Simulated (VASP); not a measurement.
# MgS (I-4m2) in VASP: a series of runs

MgS is run at these levels: PBE; tasks: single point.

Everything below comes from runs of VASP 6.6.1. Logs are shortened: lines on timing, memory, paths and dates and some standing lists are left out, and cuts for length are marked.

## (1) The cell of the first run

It takes space group I-4m2 (No. 119, tetragonal). Conventional cell: a = 4.084 Å, b = 4.084 Å, c = 5.497 Å, α = 90.00°, β = 90.00°, γ = 90.00°. Mg (site symmetry -4m2) has 4 S at 2.46 Å within 3.2 Å. S (site symmetry -4m2) has 4 Mg at 2.46 Å within 3.2 Å.

## (2) Single point, PBE (epitaxial xy strain +2.0%)

File INCAR:

```
SYSTEM = MgS
  PREC = Accurate
  ENCUT = 520
  EDIFF = 1E-6
  ISMEAR = 0
  SIGMA = 0.01
  LREAL = .FALSE.
  LASPH = .TRUE.
  NELM = 60
  ALGO = Normal
  ISIF = 2
  LWAVE = .FALSE.
  LCHARG = .FALSE.
  GGA = PE
  NBANDS = 11
```

File KPOINTS:

```
Automatic mesh
0
G
  4 4 4
  0 0 0
```

File POSCAR:

```
MgS
1.0
    0.0000000000      2.8874943781      2.7484686699
    2.8874943781      0.0000000000      2.7484686699
    2.8874943781      2.8874943781      0.0000000000
Mg S
1 1
Direct
    0.0000000000      0.0000000000      0.0000000000
    0.2500000000      0.2500000000      0.2500000000
```

Potentials or basis: VASP PAW PBE potentials, release 64 (Mg, S).

On the command line:

```console
$ cat potpaw_PBE.64/Mg/POTCAR potpaw_PBE.64/S/POTCAR > POTCAR
$ mpirun -np 1 vasp_std > vasp.out
```

OUTCAR:

```text
SYSTEM = MgS
   PREC = Accurate
   ENCUT = 520
   EDIFF = 1E-6
   ISMEAR = 0
   LREAL = .FALSE.
   LASPH = .TRUE.
   NELM = 60
   ISIF = 2
   GGA = PE

 ion  position               nearest neighbor table
   1  0.000  0.000  0.000-   2 2.46   2 2.46   2 2.46   2 2.46
   2  0.250  0.250  0.250-   1 2.46   1 2.46   1 2.46   1 2.46

  LATTYP: Found a body centered tetragonal cell.
 ALAT       =     4.0835337108
 C/A-ratio  =     1.3461226793

  Lattice vectors:

 A1 = (   0.0000000000,  -2.8874943781,  -2.7484686699)
 A2 = (   0.0000000000,   2.8874943781,  -2.7484686699)
 A3 = (   2.8874943781,   0.0000000000,   2.7484686699)

Analysis of symmetry for initial positions (statically):
=====================================================================
 Subroutine PRICEL returns:
 Original cell was already a primitive cell.

 Routine SETGRP: Setting up the symmetry group for a
 body centered tetragonal supercell.

 Subroutine GETGRP returns: Found  8 space group operations
 (whereof  8 operations were pure point group operations)
 out of a pool of 16 trial point group operations.

The static configuration has the point symmetry D_2d.

Analysis of symmetry for dynamics (positions and initial velocities):
=====================================================================
 Subroutine PRICEL returns:
 Original cell was already a primitive cell.

 Routine SETGRP: Setting up the symmetry group for a
 body centered tetragonal supercell.

 Subroutine GETGRP returns: Found  8 space group operations
 (whereof  8 operations were pure point group operations)
 out of a pool of 16 trial point group operations.

The dynamic configuration has the point symmetry D_2d.

 Subroutine INISYM returns: Found  8 space group operations
 (whereof  8 operations are pure point group operations),
 and found     1 'primitive' translations

----------------------------------------------------------------------------------------

                                     Primitive cell

  volume of cell :      45.8314

  direct lattice vectors                    reciprocal lattice vectors
     0.000000000  2.887494378  2.748468670    -0.173160510  0.173160510  0.181919483
     2.887494378  0.000000000  2.748468670     0.173160510 -0.173160510  0.181919483
     2.887494378  2.887494378  0.000000000     0.173160510  0.173160510 -0.181919483

  length of vectors
     3.986439992  3.986439992  4.083533711     0.305063638  0.305063638  0.305063638

  position of ions in fractional coordinates (direct lattice)
     0.000000000  0.000000000  0.000000000
     0.250000000  0.250000000  0.250000000

  ion indices of the primitive-cell ions
   primitive index   ion index
                 1           1
                 2           2

----------------------------------------------------------------------------------------

 KPOINTS: Automatic mesh

Automatic generation of k-mesh.
 Grid dimensions read from file:
 generate k-points for:    4    4    4

 Generating k-lattice:

  Cartesian coordinates                     Fractional coordinates (reciprocal lattice)
    -0.043290128  0.043290128  0.045479871     0.250000000  0.000000000  0.000000000
     0.043290128 -0.043290128  0.045479871     0.000000000  0.250000000  0.000000000
     0.043290128  0.043290128 -0.045479871     0.000000000  0.000000000  0.250000000

  Length of vectors
     0.076265909  0.076265909  0.076265909

  Shift w.r.t. Gamma in fractional coordinates (k-lattice)
     0.000000000  0.000000000  0.000000000

 Subroutine IBZKPT returns following result:
 ===========================================

 Found     13 irreducible k-points:

 Following reciprocal coordinates:
            Coordinates               Weight
  0.000000  0.000000  0.000000      1.000000
  0.250000  0.000000  0.000000      8.000000
  0.500000  0.000000  0.000000      4.000000
  0.250000  0.250000  0.000000      2.000000
  0.500000  0.250000  0.000000      8.000000
 -0.250000  0.250000  0.000000      4.000000
  0.500000  0.500000  0.000000      1.000000
  0.250000  0.000000  0.250000      4.000000
  0.500000  0.000000  0.250000     16.000000
 -0.250000  0.000000  0.250000      8.000000
 -0.250000  0.500000  0.250000      4.000000
  0.500000  0.000000  0.500000      2.000000
 -0.250000  0.250000  0.500000      2.000000
   k-points           NKPTS =     13   k-points in BZ     NKDIM =     13   number of bands    NBANDS=     11
   number of dos      NEDOS =    301   number of ions     NIONS =      2
   total plane-waves  NPLWV =  27000
   dimension x,y,z NGX =    30 NGY =   30 NGZ =   30
   dimension x,y,z NGXF=    60 NGYF=   60 NGZF=   60
   ions per type =               1   1
   NGX,Y,Z   is equivalent  to a cutoff of  12.51, 12.51, 12.21 a.u.
   NGXF,Y,Z  is equivalent  to a cutoff of  25.02, 25.02, 24.43 a.u.
 SYSTEM =  MgS
   PREC   = accura    normal or accurate (medium, high low for compatibility)
   ISTART =      0    job   : 0-new  1-cont  2-samecut
   ICHARG =      2    charge: 1-file 2-atom 10-const
   ISPIN  =      1    spin polarized calculation?
   LNONCOLLINEAR =      F non collinear calculations
   LSORBIT =      F    spin-orbit coupling
   LASPH  =      T    aspherical Exc in radial PAW
   ENCUT  =  520.0 eV  38.22 Ry    6.18 a.u.   7.41  7.41  7.59*2*pi/ulx,y,z
   NELM   =     60;   NELMIN=  2; NELMDL= -5     # of ELM steps
   EDIFF  = 0.1E-05   stopping-criterion for ELM
   LREAL  =      F    real-space projection
   EDIFFG = 0.1E-04   stopping-criterion for IOM
   NSW    =      0    number of steps for IOM
   IBRION =     -1    ionic relax: 0-MD 1-quasi-New 2-CG
   NFREE  =      0    steps in history (QN), initial steepest desc. (CG)
   ISIF   =      2    stress and relaxation
   ISYM   =      2    0-nonsym 1-usesym 2-fastsym
   POTIM  = 0.5000    time-step for ionic-motion
   TEBEG  =    0.0;   TEEND  =   0.0 temperature during run
   PSTRESS=    0.0 pullay stress
   NELECT =       8.0000    total number of electrons
   NUPDOWN=      -1.0000    fix difference up-down
   EMIN   =  10.00;   EMAX   =-10.00  energy-range for DOS
   EFERMI =   0.00;   METHOD = LEGACY
   ISMEAR =     0;   SIGMA  =   0.01  broadening in eV -4-tet -1-fermi 0-gaus
   EFERMI_NEDOS =   21; number of points for ismear=-14 and -15
   IALGO  =     38    algorithm
   IMIX   =      4    mixing-type and parameters
     AMIX     =   0.40;   BMIX     =  1.00
     AMIX_MAG =   1.60;   BMIX_MAG =  1.00
  volume/ion in A,a.u.               =      22.92       154.64
  Fermi-wavevector in a.u.,A,eV,Ry     =   0.914921  1.728951 11.389181  0.837081
  Thomas-Fermi vector in A             =   2.039604
   LORBIT       =      0    0 simple, 1 ext, 2 COOP (PROOUT), +10 PAW based schemes
   GGA     = PE    functional components
   LHFCALC =     F    Hartree Fock is set to
   AEXX    =    0.0000 exact exchange contribution
   IVDW    =     0    specifies the selected vdW correction
   LEPSILON=     F    determine dielectric tensor
   LRPA    =     F    only Hartree local field effects (RPA)
 non-spin polarized calculation
 Gauss-broadening in eV      SIGMA  =   0.01
  energy-cutoff  :      520.00
  volume of cell :       45.83
 maximum number of plane-waves:      1247
 NGX is ok and might be reduce to    30
   NGX = 15   NGY = 15   NGZ = 15

 number of electron       8.0000001 magnetization

 Free energy of the ion-electron system (eV)
  ---------------------------------------------------
  ext. energy  EPLUGINS =         0.00000000
  ---------------------------------------------------
  free energy    TOTEN  =        -8.45375284 eV

  energy without entropy =       -8.45375284  energy(sigma->0) =       -8.45375284

 E-fermi :   1.1909     XC(G=0):  -8.3485

 val. band max:        1.0953636144   @ k =   0.0000   0.0000   0.0000
 cond. band min:       4.4107521278   @ k =   0.0000   0.0000   0.0000
 fundamental gap:      3.3153885134
 Fermi energy:         1.1909122848

 k-point     1 :       0.0000    0.0000    0.0000
  band No.  band energies     occupation
      1     -10.2168      2.00000
      2       0.9799      2.00000
      3       0.9799      2.00000
      4       1.0954      2.00000
      5       4.4108      0.00000
      6       8.9289      0.00000
      7       8.9289      0.00000
      8       8.9692      0.00000
      9      11.4193      0.00000
     10      12.1741      0.00000
     11      14.5018      0.00000

 k-point     2 :       0.2500    0.0000    0.0000
  band No.  band energies     occupation
      1      -9.9088      2.00000
      2      -0.8176      2.00000
      3       0.7661      2.00000
      4       0.9240      2.00000
      5       5.9244      0.00000
      6       8.7135      0.00000
      7       8.9790      0.00000
      8       9.3612      0.00000
      9      11.3541      0.00000
     10      11.4611      0.00000
     11      13.2914      0.00000

 k-point     3 :       0.5000    0.0000    0.0000
  band No.  band energies     occupation
      1      -9.5488      2.00000
      2      -2.0787      2.00000
      3       0.5780      2.00000
      4       0.8066      2.00000
      5       6.0547      0.00000
      6       8.4046      0.00000
      7       8.9115      0.00000
      8       9.5810      0.00000
      9      13.7575      0.00000
     10      13.8924      0.00000
     11      14.3832      0.00000
[... 113 lines left out ...]
 k-point    12 :       0.5000    0.0000    0.5000
  band No.  band energies     occupation
      1      -9.3588      2.00000
      2      -1.8441      2.00000
      3       0.0649      2.00000
      4       0.0876      2.00000
      5       4.9435      0.00000
      6       6.7671      0.00000
      7      11.8633      0.00000
      8      12.8196      0.00000
      9      13.7114      0.00000
     10      14.5021      0.00000
     11      14.8077      0.00000

 k-point    13 :      -0.2500    0.2500    0.5000
  band No.  band energies     occupation
      1      -9.3469      2.00000
      2      -1.2848      2.00000
      3      -0.7890      2.00000
      4      -0.2905      2.00000
      5       6.7520      0.00000
      6       8.9821      0.00000
      7       9.3278      0.00000
      8       9.9121      0.00000
      9      13.3887      0.00000
     10      14.3865      0.00000
     11      14.5103      0.00000

------------------------ aborting loop because EDIFF is reached ----------------------------------------

  FORCE on cell =-STRESS in cart. coord.  units (eV):
  Direction    XX          YY          ZZ          XY          YZ          ZX
  --------------------------------------------------------------------------------------
  -------------------------------------------------------------------------------------
  Total        0.0148373      0.0148373      0.2793133      0.0000000      0.0000000      0.0000000
  in kB        0.5186823      0.5186823      9.7642568      0.0000000      0.0000000      0.0000000
  external PRESSURE =       3.6005405 kB  Pullay stress =       0.0000000 kB

 VOLUME and BASIS-vectors are now :
 -----------------------------------------------------------------------------
  energy-cutoff  :      520.00
  volume of cell :       45.83
      direct lattice vectors                 reciprocal lattice vectors
     0.000000000  2.887494378  2.748468670    -0.173160510  0.173160510  0.181919483
     2.887494378  0.000000000  2.748468670     0.173160510 -0.173160510  0.181919483
     2.887494378  2.887494378  0.000000000     0.173160510  0.173160510 -0.181919483

 POSITION                                       TOTAL-FORCE (eV/Angst)
 -----------------------------------------------------------------------------------
      0.00000      0.00000      0.00000         0.000000      0.000000      0.000000
      1.44375      1.44375      1.37423        -0.000000     -0.000000     -0.000000
 -----------------------------------------------------------------------------------
    total drift:                                0.000000      0.000000     -0.000000

  FREE ENERGIE OF THE ION-ELECTRON SYSTEM (eV)
  ---------------------------------------------------
  free  energy   TOTEN  =        -8.4537528411 eV

  energy  without entropy=       -8.4537528411  energy(sigma->0) =       -8.45375284
```

Run time: 5.4 s. Hardware: 1 thread of Intel Xeon Platinum 8488C (Sapphire Rapids), shared host; peak memory 0.16 GiB.

Results:

| Quantity | Value |
| --- | --- |
| Free energy | -8.4538 eV |
| Pressure | 0.4 GPa |
| Band gap on the k mesh | 3.32 eV, direct |

Stress tensor (GPa, compression positive):
```
0.05 0.00 0.00
0.00 0.05 0.00
0.00 0.00 0.98
```

Caveat: the k points lie up to 0.48 Å⁻¹ apart; the cell differs from its parent crystal (epitaxial xy strain +2.0%). A k mesh can miss the band edges.

[end of part 1 of 2]
